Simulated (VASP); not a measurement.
# CdF2 (R3m) in VASP: a series of runs

CdF2 is run at these levels: LDA; tasks: single point.

Everything below comes from runs of VASP 6.6.1. Logs are shortened: lines on timing, memory, paths and dates and some standing lists are left out, and cuts for length are marked.

## Step 1: The cell of the first run

Symmetry: R3m, No. 160, trigonal system. Conventional cell: a = 3.810 Å, b = 3.810 Å, c = 9.332 Å, α = 90.00°, β = 90.00°, γ = 120.00°. Cd (site symmetry 3m) has 8 F at 2.15 to 2.52 Å within 2.8 Å. F (site symmetry 3m) has 4 Cd at 2.15 to 2.40 Å and 6 F at 2.69 Å within 2.8 Å. Within 3.0 Å of F (site symmetry 3m) lie 4 Cd at 2.28 to 2.52 Å and 6 F at 2.69 Å.

## Step 2: Single point, LDA (all Cd atoms moved +0.188 Å, as atom 1 along Cartesian [1 1 1])

Input file INCAR:

```
SYSTEM = CdF2
PREC     = Accurate       ! precision mode
ENCUT    = 520            ! plane-wave cutoff, eV
EDIFF    = 1E-6           ! SCF threshold, eV
ISMEAR   = 0              ! smearing method
SIGMA    = 0.05           ! smearing width, eV
LREAL    = .False.        ! projectors in reciprocal space
LASPH    = .True.         ! aspherical terms in the spheres
NELM     = 80             ! most SCF steps
ALGO     = Normal         ! electronic algorithm
ISIF     = 2              ! what is computed and relaxed
LWAVE    = .False.        ! write WAVECAR
LCHARG   = .False.        ! write CHGCAR
NBANDS   = 20             ! bands
```

Input file KPOINTS:

```
Automatic mesh
0
Gamma
  8 8 8
  0 0 0
```

Input file POSCAR:

```
CdF2
1.0
    0.0000000000      2.6940000000      2.6940000000
    2.6940000000      0.0000000000      2.6940000000
    2.6940000000      2.6940000000      0.0000000000
Cd F
1 2
Direct
    0.0200915322      0.0200915322      0.0200915322
    0.2500000000      0.2500000000      0.2500000000
    0.7500000000      0.7500000000      0.7500000000
```

Potentials or basis: VASP PAW LDA potentials, release 64 (Cd, F).

On the command line:

```
$ cat potpaw_LDA.64/Cd/POTCAR potpaw_LDA.64/F/POTCAR > POTCAR
$ mpirun -np 1 vasp_std > vasp.out
```

OUTCAR:

```text
SYSTEM = CdF2
   PREC = Accurate
   ENCUT = 520
   EDIFF = 1E-6
   ISMEAR = 0
   LREAL = .False.
   LASPH = .True.
   NELM = 80
   ISIF = 2

 ion  position               nearest neighbor table
   1  0.020  0.020  0.020-   2 2.15   3 2.28   3 2.28   3 2.28   2 2.40   2 2.40   2 2.40   3 2.52

   2  0.250  0.250  0.250-   1 2.15   1 2.40   1 2.40   1 2.40
   3  0.750  0.750  0.750-   1 2.28   1 2.28   1 2.28   1 2.52

  LATTYP: Found a face centered cubic cell.
 ALAT       =     5.3880000000

  Lattice vectors:

 A1 = (   0.0000000000,   2.6940000000,   2.6940000000)
 A2 = (   2.6940000000,   0.0000000000,   2.6940000000)
 A3 = (   2.6940000000,   2.6940000000,   0.0000000000)

Analysis of symmetry for initial positions (statically):
=====================================================================
 Subroutine PRICEL returns:
 Original cell was already a primitive cell.

 Routine SETGRP: Setting up the symmetry group for a
 face centered cubic supercell.

 Subroutine GETGRP returns: Found  6 space group operations
 (whereof  6 operations were pure point group operations)
 out of a pool of 48 trial point group operations.

The static configuration has the point symmetry C_3v.

Analysis of symmetry for dynamics (positions and initial velocities):
=====================================================================
 Subroutine PRICEL returns:
 Original cell was already a primitive cell.

 Routine SETGRP: Setting up the symmetry group for a
 face centered cubic supercell.

 Subroutine GETGRP returns: Found  6 space group operations
 (whereof  6 operations were pure point group operations)
 out of a pool of 48 trial point group operations.

The dynamic configuration has the point symmetry C_3v.

 Subroutine INISYM returns: Found  6 space group operations
 (whereof  6 operations are pure point group operations),
 and found     1 'primitive' translations

----------------------------------------------------------------------------------------

                                     Primitive cell

  volume of cell :      39.1041

  direct lattice vectors                    reciprocal lattice vectors
     0.000000000  2.694000000  2.694000000    -0.185597624  0.185597624  0.185597624
     2.694000000  0.000000000  2.694000000     0.185597624 -0.185597624  0.185597624
     2.694000000  2.694000000  0.000000000     0.185597624  0.185597624 -0.185597624

  length of vectors
     3.809891337  3.809891337  3.809891337     0.321464515  0.321464515  0.321464515

  position of ions in fractional coordinates (direct lattice)
     0.020091532  0.020091532  0.020091532
     0.250000000  0.250000000  0.250000000
     0.750000000  0.750000000  0.750000000

  ion indices of the primitive-cell ions
   primitive index   ion index
                 1           1
                 2           2
                 3           3

----------------------------------------------------------------------------------------

 KPOINTS: Automatic mesh

Automatic generation of k-mesh.
 Grid dimensions read from file:
 generate k-points for:    8    8    8

 Generating k-lattice:

  Cartesian coordinates                     Fractional coordinates (reciprocal lattice)
    -0.023199703  0.023199703  0.023199703     0.125000000  0.000000000  0.000000000
     0.023199703 -0.023199703  0.023199703     0.000000000  0.125000000  0.000000000
     0.023199703  0.023199703 -0.023199703     0.000000000  0.000000000  0.125000000

  Length of vectors
     0.040183064  0.040183064  0.040183064

  Shift w.r.t. Gamma in fractional coordinates (k-lattice)
     0.000000000  0.000000000  0.000000000

 Subroutine IBZKPT returns following result:
 ===========================================

 Found     65 irreducible k-points:

 Following reciprocal coordinates:
            Coordinates               Weight
  0.000000  0.000000  0.000000      1.000000
  0.125000  0.000000  0.000000      6.000000
  0.125000  0.125000  0.125000      2.000000
  0.250000  0.000000  0.000000      6.000000
  0.250000  0.250000  0.250000      2.000000
  0.375000  0.000000  0.000000      6.000000
[... 16 lines left out ...]
 -0.250000  0.125000  0.000000     12.000000
  0.125000  0.125000  0.375000      6.000000
 [... further k-points ...]
   k-points           NKPTS =     65   k-points in BZ     NKDIM =     65   number of bands    NBANDS=     20
   number of dos      NEDOS =    301   number of ions     NIONS =      3
   total plane-waves  NPLWV =  21952
   dimension x,y,z NGX =    28 NGY =   28 NGZ =   28
   dimension x,y,z NGXF=    56 NGYF=   56 NGZF=   56
   ions per type =               1   2
   NGX,Y,Z   is equivalent  to a cutoff of  12.22, 12.22, 12.22 a.u.
   NGXF,Y,Z  is equivalent  to a cutoff of  24.44, 24.44, 24.44 a.u.
 SYSTEM =  CdF2
   PREC   = accura    normal or accurate (medium, high low for compatibility)
   ISTART =      0    job   : 0-new  1-cont  2-samecut
   ICHARG =      2    charge: 1-file 2-atom 10-const
   ISPIN  =      1    spin polarized calculation?
   LNONCOLLINEAR =      F non collinear calculations
   LSORBIT =      F    spin-orbit coupling
   LASPH  =      T    aspherical Exc in radial PAW
   ENCUT  =  520.0 eV  38.22 Ry    6.18 a.u.   7.08  7.08  7.08*2*pi/ulx,y,z
   NELM   =     80;   NELMIN=  2; NELMDL= -5     # of ELM steps
   EDIFF  = 0.1E-05   stopping-criterion for ELM
   LREAL  =      F    real-space projection
   EDIFFG = 0.1E-04   stopping-criterion for IOM
   NSW    =      0    number of steps for IOM
   IBRION =     -1    ionic relax: 0-MD 1-quasi-New 2-CG
   NFREE  =      0    steps in history (QN), initial steepest desc. (CG)
   ISIF   =      2    stress and relaxation
   ISYM   =      2    0-nonsym 1-usesym 2-fastsym
   POTIM  = 0.5000    time-step for ionic-motion
   TEBEG  =    0.0;   TEEND  =   0.0 temperature during run
   PSTRESS=    0.0 pullay stress
   NELECT =      26.0000    total number of electrons
   NUPDOWN=      -1.0000    fix difference up-down
   EMIN   =  10.00;   EMAX   =-10.00  energy-range for DOS
   EFERMI =   0.00;   METHOD = LEGACY
   ISMEAR =     0;   SIGMA  =   0.05  broadening in eV -4-tet -1-fermi 0-gaus
   EFERMI_NEDOS =   21; number of points for ismear=-14 and -15
   IALGO  =     38    algorithm
   IMIX   =      4    mixing-type and parameters
     AMIX     =   0.40;   BMIX     =  1.00
     AMIX_MAG =   1.60;   BMIX_MAG =  1.00
  volume/ion in A,a.u.               =      13.03        87.96
  Fermi-wavevector in a.u.,A,eV,Ry     =   1.428867  2.700166 27.778468  2.041660
  Thomas-Fermi vector in A             =   2.548882
   LORBIT       =      0    0 simple, 1 ext, 2 COOP (PROOUT), +10 PAW based schemes
   GGA     = CA    functional components
   LHFCALC =     F    Hartree Fock is set to
   AEXX    =    0.0000 exact exchange contribution
   IVDW    =     0    specifies the selected vdW correction
   LEPSILON=     F    determine dielectric tensor
   LRPA    =     F    only Hartree local field effects (RPA)
 non-spin polarized calculation
 Gauss-broadening in eV      SIGMA  =   0.05
  energy-cutoff  :      520.00
  volume of cell :       39.10
 maximum number of plane-waves:      1067
   NGX = 15   NGY = 15   NGZ = 15

 number of electron      25.9999983 magnetization

 Free energy of the ion-electron system (eV)
  ---------------------------------------------------
  ext. energy  EPLUGINS =         0.00000000
  ---------------------------------------------------
  free energy    TOTEN  =       -12.62132119 eV

  energy without entropy =      -12.62132119  energy(sigma->0) =      -12.62132119

 E-fermi :  -1.3849     XC(G=0): -11.1183

 val. band max:       -1.6837193171   @ k =  -0.2500   0.5000   0.2500
 cond. band min:       1.1515484481   @ k =   0.0000   0.0000   0.0000
 fundamental gap:      2.8352677652
 Fermi energy:        -1.3848863405

 k-point     1 :       0.0000    0.0000    0.0000
  band No.  band energies     occupation
      1     -22.1405      2.00000
      2     -20.9750      2.00000
      3      -7.3236      2.00000
      4      -7.3114      2.00000
      5      -7.3114      2.00000
      6      -6.0587      2.00000
[... 12 lines left out ...]
     19      17.7299      0.00000
     20      17.7299      0.00000

 k-point     2 :       0.1250    0.0000    0.0000
  band No.  band energies     occupation
      1     -22.0876      2.00000
      2     -21.0202      2.00000
      3      -7.3518      2.00000
      4      -7.2484      2.00000
      5      -7.0562      2.00000
      6      -6.0781      2.00000
[... 12 lines left out ...]
     19      17.3727      0.00000
     20      17.4579      0.00000

 k-point     3 :       0.1250    0.1250    0.1250
  band No.  band energies     occupation
      1     -22.0872      2.00000
      2     -21.0207      2.00000
      3      -7.2513      2.00000
      4      -7.2513      2.00000
      5      -7.1601      2.00000
      6      -6.0740      2.00000
[... 12 lines left out ...]
     19      17.3553      0.00000
     20      17.3553      0.00000

 k-point     4 :       0.2500    0.0000    0.0000
  band No.  band energies     occupation
      1     -21.9451      2.00000
      2     -21.1453      2.00000
      3      -7.2333      2.00000
      4      -7.1019      2.00000
      5      -6.5831      2.00000
      6      -6.0951      2.00000
[... 12 lines left out ...]
     19      16.7578      0.00000
     20      17.6516      0.00000

 k-point     5 :       0.2500    0.2500    0.2500
  band No.  band energies     occupation
      1     -21.9439      2.00000
      2     -21.1466      2.00000
      3      -7.1143      2.00000
      4      -7.1143      2.00000
      5      -6.7251      2.00000
      6      -6.0782      2.00000
[... 12 lines left out ...]
     19      16.7172      0.00000
     20      17.5798      0.00000
[... 353 lines left out ...]
      6      -6.0420      2.00000
[... 12 lines left out ...]
     19      16.1241      0.00000
     20      18.7608      0.00000

 k-point    22 :      -0.3750    0.5000   -0.3750
  band No.  band energies     occupation
      1     -21.6582      2.00000
      2     -21.3963      2.00000
      3      -6.9675      2.00000
      4      -6.8938      2.00000
      5      -6.0728      2.00000
      6      -6.0499      2.00000
[... 12 lines left out ...]
     19      16.0835      0.00000
     20      18.7928      0.00000

 k-point    23 :      -0.2500    0.1250    0.0000
  band No.  band energies     occupation
      1     -21.8513      2.00000
      2     -21.2240      2.00000
      3      -7.1375      2.00000
      4      -7.0069      2.00000
      5      -6.3049      2.00000
      6      -6.1849      2.00000
[... 12 lines left out ...]
     19      16.1726      0.00000
     20      18.8759      0.00000

 k-point    24 :       0.1250    0.1250    0.3750
  band No.  band energies     occupation
      1     -21.8503      2.00000
      2     -21.2251      2.00000
      3      -7.1139      2.00000
      4      -6.9770      2.00000
      5      -6.3731      2.00000
      6      -6.1911      2.00000
[... 12 lines left out ...]
     19      16.0869      0.00000
     20      18.9266      0.00000

 [... further k-points ...]

------------------------ aborting loop because EDIFF is reached ----------------------------------------

  FORCE on cell =-STRESS in cart. coord.  units (eV):
  Direction    XX          YY          ZZ          XY          YZ          ZX
  --------------------------------------------------------------------------------------
  -------------------------------------------------------------------------------------
  Total       -0.6454694     -0.6454694     -0.6454694      0.3307374      0.3307374      0.3307374
  in kB      -26.4462117    -26.4462117    -26.4462117     13.5509929     13.5509929     13.5509929
  external PRESSURE =     -26.4462117 kB  Pullay stress =       0.0000000 kB

 VOLUME and BASIS-vectors are now :
 -----------------------------------------------------------------------------
  energy-cutoff  :      520.00
  volume of cell :       39.10
      direct lattice vectors                 reciprocal lattice vectors
     0.000000000  2.694000000  2.694000000    -0.185597624  0.185597624  0.185597624
     2.694000000  0.000000000  2.694000000     0.185597624 -0.185597624  0.185597624
     2.694000000  2.694000000  0.000000000     0.185597624  0.185597624 -0.185597624

 POSITION                                       TOTAL-FORCE (eV/Angst)
 -----------------------------------------------------------------------------------
      0.10825      0.10825      0.10825        -0.634639     -0.634639     -0.634639
      1.34700      1.34700      1.34700         0.485811      0.485811      0.485811
      4.04100      4.04100      4.04100         0.148828      0.148828      0.148828
 -----------------------------------------------------------------------------------
    total drift:                               -0.000487     -0.000487     -0.000487

  FREE ENERGIE OF THE ION-ELECTRON SYSTEM (eV)
  ---------------------------------------------------
  free  energy   TOTEN  =       -12.6213211889 eV

  energy  without entropy=      -12.6213211889  energy(sigma->0) =      -12.62132119
```

It took 17 s on 1 thread of Intel Xeon 6975P-C (Granite Rapids), shared host; peak memory 0.16 GiB.

What came out:

- Free energy: -12.6213 eV
- Pressure: -2.6 GPa
- Largest force: 1.099 eV/Å
- Band gap on the k mesh: 2.84 eV, indirect (least direct gap 3.31 eV)

Forces on the atoms (eV/Å):
```
Cd  -0.635 -0.635 -0.635
F    0.486  0.486  0.486
F    0.149  0.149  0.149
```

Levels at points of the mesh, in eV from the valence-band top:
```tsv
k point	band 11	band 12	band 13	band 14	band 15	band 16
(0.00, 0.00, 0.00)	-0.47	-0.47	-0.47	2.84	12.36	12.36
(0.50, 0.00, 0.00)	-1.78	-0.38	-0.35	6.96	8.82	14.18
(0.50, 0.50, 0.50)	-1.86	-0.38	-0.38	6.96	8.89	14.18
(0.50, 0.50, 0.00)	-0.44	-0.14	-0.04	7.76	9.39	11.40
```

Caveat: the cell differs from its parent crystal (all Cd atoms moved +0.188 Å, as atom 1 along Cartesian [1 1 1]); forces of over 1 eV/Å act on the atoms, so gaps and moduli don't describe the material at rest. A k mesh can miss the band edges.

## Step 3: Single point, LDA (all Cd atoms moved -0.150 Å, as atom 1 along Cartesian [1 1 1])

Input file INCAR:

```
SYSTEM = CdF2
PREC = Accurate
ENCUT = 600
EDIFF = 1E-6
ISMEAR = 0
SIGMA = 0.05
LREAL = .False.
LASPH = .True.
NELM = 120
ALGO = Normal
ISIF = 2
LWAVE = .False.
LCHARG = .True.
GGA = CA
LELF = .True.
LVHAR = .True.
NBANDS = 24
GGA_COMPAT = .False.
```

Input file KPOINTS:

```
regular mesh
0
Gamma
  8 8 8
  0 0 0
```

POSCAR, as its differences from that of step 2:

```diff
@@ -8,3 +8,3 @@
 Direct
-    0.0200915322      0.0200915322      0.0200915322
+   -0.0160732258     -0.0160732258     -0.0160732258
     0.2500000000      0.2500000000      0.2500000000
```

Potentials or basis: VASP PAW LDA potentials, release 64 (Cd_sv_GW, F).

On the command line:

```
$ cat potpaw_LDA.64/Cd_sv_GW/POTCAR potpaw_LDA.64/F/POTCAR > POTCAR
$ mpirun -np 1 vasp_std > vasp.out
```

It took 42 s on 1 thread of AMD EPYC 9R45 (Zen 5), shared host; peak memory 0.19 GiB.

It converged, with:

| Property | Result |
| --- | --- |
| Free energy | -12.7354 eV |
| Pressure | -5.0 GPa |
| Largest force | 0.750 eV/Å |
| Band gap on the k mesh | 2.84 eV, indirect (least direct gap 3.31 eV) |

Forces on the atoms (eV/Å):
```
Cd   0.433  0.433  0.433
F   -0.120 -0.120 -0.120
F   -0.313 -0.313 -0.313
```

Stress tensor (GPa, compression positive):
```
-5.04  0.79  0.79
 0.79 -5.04  0.79
 0.79  0.79 -5.04
```

Levels at points of the mesh, in eV from the valence-band top:
```tsv
k point	band 13	band 14	band 15	band 16	band 17	band 18	band 19	band 20	band 21	band 22
(0.00, 0.00, 0.00)	-0.96	-0.96	-0.47	-0.47	-0.47	2.84	12.34	12.34	12.46	17.12
(0.50, 0.00, 0.00)	-2.31	-1.87	-1.83	-0.38	-0.36	6.98	8.80	14.18	14.29	17.63
(0.50, 0.50, 0.50)	-2.26	-1.87	-1.87	-0.38	-0.38	6.97	8.85	14.18	14.18	17.78
(0.50, 0.50, 0.00)	-3.01	-2.73	-0.48	-0.12	-0.06	7.78	9.39	11.43	13.97	14.08
```

Caveat: the cell differs from its parent crystal (all Cd atoms moved -0.150 Å, as atom 1 along Cartesian [1 1 1]). A k mesh can miss the band edges.
